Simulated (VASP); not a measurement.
A run of VASP 6.6.1 is set up as follows.

Contents of INCAR:

```
PREC = Accurate
ENCUT = 520
EDIFF = 1E-7
ISMEAR = -1
SIGMA = 0.05
LREAL = False
LASPH = True
NELM = 150
ALGO = Normal
ISIF = 2
LWAVE = False
LCHARG = True
ISPIN = 2
MAGMOM = -0.88 0
LORBIT = 11
LMAXMIX = 4
GGA = PE
LELF = True
LVHAR = True
NBANDS = 19
```

File KPOINTS:

```
regular mesh
0
Gamma
  11 11 11
```

The input POSCAR:

```
NiO
1.0
    2.5046153800      0.0000000000      0.0000000000
    0.0000000000      2.5046153800      0.0000000000
    0.0000000000      0.0000000000      2.5046153800
Ni O
1 1
Direct
    0.0000000000      0.0000000000      0.0000000000
    0.5000000000      0.5000000000      0.5000000000
```

Potentials or basis: VASP PAW PBE potentials, release 64 (Ni, O).

The run is started by

```bash
$ cat potpaw_PBE.64/Ni/POTCAR potpaw_PBE.64/O/POTCAR > POTCAR
$ mpirun -np 1 vasp_std > vasp.out
```

Problem. What does it give for the site moments?

Solution. Ni -0.55; O -0.15 μB.

Problem. What does it give for the net moment?

Solution. -0.71 μB per cell.

Caveat: a cell with one magnetic atom can't hold antiferromagnetic order, which such compounds often take.
